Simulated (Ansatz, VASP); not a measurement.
Two plane-wave programs on O

The input INCAR:

```
SYSTEM = O
  PREC = Accurate
  ENCUT = 520
  EDIFF = 1E-8
  ISMEAR = -1
  SIGMA = 0.03
  LREAL = .False.
  LASPH = .True.
  NELM = 60
  ALGO = Normal
  ISIF = 2
  LWAVE = .False.
  LCHARG = .False.
  GGA = PS
  LEFG = .True.
  NBANDS = 20
```

KPOINTS

```
regular mesh
0
Gamma
  13 13 5
  0 0 0
```

File POSCAR:

```
O
1.0
    2.5263871965      0.0000000000      0.0000000000
   -1.2631935983      2.1879154920      0.0000000000
    0.0000000000      0.0000000000      6.4861377555
O
4
Direct
    0.3333333333      0.6666666667      0.1610000000
    0.6666666667      0.3333333333      0.6610000000
    0.3333333333      0.6666666667      0.3390000000
    0.6666666667      0.3333333333      0.8390000000
```

Input for Ansatz:

```yaml
crystal:
  lattice:
    - [2.5263871965, 0.0, 0.0]
    - [-1.2631935983, 2.187915492, 0.0]
    - [0.0, 0.0, 6.4861377555]
  atoms:
    - { symbol: O, position: [0.3333333333, 0.6666666667, 0.161] }
    - { symbol: O, position: [0.6666666667, 0.3333333333, 0.661] }
    - { symbol: O, position: [0.3333333333, 0.6666666667, 0.339] }
    - { symbol: O, position: [0.6666666667, 0.3333333333, 0.839] }
kpoints:
  mp_grid: { grid: [13, 13, 5] }
scf:
  occupations: { method: fermi_dirac, width: 0.03 }
hamiltonian:
  xc: pbesol
  pseudopotentials: { kind: paw }
output:
  forces: true
  stress: true
  eigenvalues: true
  efg: { contact_densities: true }
```

Change from the starting cell: volume scaled by 0.96, PAW files.

Alike in both runs: task electric field gradients; functional PBEsol; k mesh 13 × 13 × 5; occupations fermi-dirac, width 0.03 eV; no spin polarisation.

|  | VASP | Ansatz |
| --- | --- | --- |
| version | VASP 6.6.1 | Ansatz 0.2.0 |
| potentials or method | VASP PAW PBE potentials, release 64 (O) | PAW with Ansatz's default frozen-core files, scalar-relativistic |
| plane-wave cutoff (eV) | 520 | 420 |
| valence electrons in the cell | 24 | 24 |

Ansatz gave:

```
pressure (GPa)                                                : 18.2
traceless stress, the component that is largest in VASP (GPa) : 43.33
rms of the force components (eV/Å)                            : 2.336
size of Vzz on the site where it differs most (V/Å²)          : 105.2
```

Question: What did VASP give for the same quantities?

Answer: Pressure (GPa): 25.6; traceless stress, the component that is largest in VASP (GPa): 59.14; rms of the force components (eV/Å): 3.690; size of Vzz on the site where it differs most (V/Å²): 105.7.

VASP's potentials were made for PBE, not for PBEsol. Atom by atom the forces differ by 1.355 eV/Å (rms over components).

Noted on VASP's run: the standard files for N, O and F lose accuracy on very short bonds; spin is off for a triplet molecule.
